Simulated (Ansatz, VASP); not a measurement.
# Mg in VASP and in Ansatz

The input INCAR:

```
PREC     = Accurate       # precision mode
ENCUT    = 520            # plane-wave cutoff, eV
EDIFF    = 1E-7           # SCF threshold, eV
ISMEAR   = -1             # smearing method
SIGMA    = 0.08           # smearing width, eV
LREAL    = F              # projectors in reciprocal space
LASPH    = T              # aspherical terms in the spheres
NELM     = 60             # most SCF steps
ALGO     = Normal         # electronic algorithm
ISIF     = 2              # what is computed and relaxed
LWAVE    = F              # write WAVECAR
LCHARG   = F              # write CHGCAR
GGA      = PS             # functional
NBANDS   = 9              # bands
```

Contents of KPOINTS:

```
regular mesh
0
Gamma
  12 12 7
```

POSCAR

```
Mg
1.0
    3.2092715325     -0.0320927153     -0.0320927153
   -1.6324288730      2.7953570325     -0.0117467491
   -0.0521033000     -0.0521033000      5.2103300000
Mg
2
Direct
    0.3333333333      0.6666666667      0.2500000000
    0.6666666667      0.3333333333      0.7500000000
```

Input for Ansatz:

```yaml
crystal:
  lattice:
    - [3.2092715325, -0.0320927153, -0.0320927153]
    - [-1.632428873, 2.7953570325, -0.0117467491]
    - [-0.0521033, -0.0521033, 5.21033]
  atoms:
    - { symbol: Mg, position: [0.3333333333, 0.6666666667, 0.25] }
    - { symbol: Mg, position: [0.6666666667, 0.3333333333, 0.75] }
kpoints:
  mp_grid: { grid: [12, 12, 7] }
  band_path:
    path:
      - [0.0, 0.0, 0.0]
      - [0.0, 0.0, 0.5]
      - [-0.5, 0.5, 0.0]
      - [0.0, 0.0, 0.0]
      - [0.0, -0.5, 0.0]
      - [-0.5, 0.0, 0.5]
      - [0.0, 0.0, 0.0]
      - [-0.5, 0.0, 0.0]
      - [0.0, -0.5, 0.5]
    npoints: 5
scf:
  occupations: { method: fermi_dirac, width: 0.08 }
hamiltonian:
  xc: pbesol
  pseudopotentials: { kind: all_electron, lapw: { basis_error: 0.0005 } }
output:
  forces: true
  stress: true
  eigenvalues: true
```

Change from the starting cell: equal xy, yz and zx shear strains of -2 %.

Alike in both runs: task single point; functional PBEsol; k mesh 12 × 12 × 7; occupations fermi-dirac, width 0.08 eV; no spin polarisation.

|  | VASP | Ansatz |
| --- | --- | --- |
| version | VASP 6.6.1 | Ansatz 0.2.0 |
| potentials or method | VASP PAW PBE potentials, release 64 (Mg), cutoff 520 eV | all-electron LAPW, scalar-relativistic |

```tsv
	VASP	Ansatz	Ansatz less VASP
pressure (GPa)	-1.1	-1.1	+0.04
traceless stress, the component that is largest in VASP (GPa)	-0.45	-0.45	+0.001
rms of the force components (eV/Å)	0.011	0.011	+0.0001
```

VASP's potentials were made for PBE, not for PBEsol. Atom by atom the forces differ by 0.000 eV/Å (rms over components). Ansatz ran all-electron here, and VASP with PAW potentials.
